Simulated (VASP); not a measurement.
Wanted: the native input for a VASP 6.6.1 run.

| Item | Value |
| --- | --- |
| Task | single point |
| Functional | LDA |
| Potentials or basis | VASP PAW LDA potentials, release 64 (Cs_sv, Ge_d, Br) |
| Cutoff | 520 eV |
| k mesh | 6 × 6 × 6 |
| Occupations | gaussian, width 0.05 eV |
| Spin | no spin polarisation |
| Dipole correction | no |
| Further INCAR settings | ALGO = Normal; EDIFF = 1e-07; NBANDS = 30 |

The structure of CsGeBr3 lies in POSCAR:

```
CsGeBr3
1.0
    5.3119940544      0.0000000000      0.0000000000
    0.0000000000      5.3119940544      0.0000000000
    0.0000000000      0.0000000000      5.0906609688
Cs Ge Br
1 1 3
Direct
    0.0000000000      0.0000000000      0.0000000000
    0.5000000000      0.5000000000      0.5000000000
    0.5000000000      0.5000000000      0.0000000000
    0.5000000000      0.0000000000      0.5000000000
    0.0000000000      0.5000000000      0.5000000000
```

This cell differs from its parent crystal: strain -0.040 along x and y, -0.080 along z.

One way to write it, as run:

INCAR

```
PREC = Accurate ; ENCUT = 520
EDIFF = 1E-7 ; ISMEAR = 0
SIGMA = 0.05 ; LREAL = F
LASPH = T ; NELM = 80
ALGO = Normal ; ISIF = 2
LWAVE = F ; LCHARG = F
GGA = CA ; NBANDS = 30
```

KPOINTS

```
Automatic mesh
0
Gamma
  6 6 6
```

Potentials or basis: VASP PAW LDA potentials, release 64 (Cs_sv, Ge_d, Br).

The run is started by

```bash
$ cat potpaw_LDA.64/Cs_sv/POTCAR potpaw_LDA.64/Ge_d/POTCAR potpaw_LDA.64/Br/POTCAR > POTCAR
$ mpirun -np 1 vasp_std > vasp.out
```

Results of the run:

```json
{
  "Pressure": "3.4 GPa",
  "Band gap on the k mesh": "zero (filled and empty bands touch)"
}
```

Caveat: the cell differs from its parent crystal (strain -0.040 along x and y, -0.080 along z); spin-orbit coupling is left out, which moves the levels of the heavy elements.

It took 2.7 min on 1 thread of Intel(R) Xeon(R) Platinum 8259CL CPU @ 2.50GHz (Skylake/Cascade Lake), on a shared host, peak memory 0.32 GiB.
